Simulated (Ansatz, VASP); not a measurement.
MoS2: VASP beside Ansatz

```
Mo S
1.0
     3.15043    0.00000    0.00000
    -1.57521    2.72835    0.00000
     0.00000    0.00000   12.25388
Mo S
2 4
Direct
  0.33333 0.66667 0.25000
  0.66667 0.33333 0.75000
  0.33333 0.66667 0.62750
  0.66667 0.33333 0.12750
  0.33333 0.66667 0.87250
  0.66667 0.33333 0.37250
```

Change from the starting cell: volume scaled by 0.99.

Alike in both runs: task single point; functional PBE; k mesh 10 × 10 × 3; occupations fermi-dirac, width 0.03 eV; no spin polarisation.

|  | VASP | Ansatz |
| --- | --- | --- |
| version | VASP 6.6.1 | Ansatz 0.2.0 |
| potentials or method | VASP PAW PBE potentials, release 64 (Mo_sv, S), cutoff 520 eV | all-electron LAPW, scalar-relativistic |

```csv
,VASP,Ansatz,Ansatz less VASP
pressure (GPa),10.5,10.7,+0.19
"traceless stress, the component that is largest in VASP (GPa)",4.54,4.59,+0.046
rms of the force components (eV/Å),0.654,0.664,+0.0096
```

Atom by atom the forces differ by 0.010 eV/Å (rms over components). Ansatz ran all-electron here, and VASP with PAW potentials.
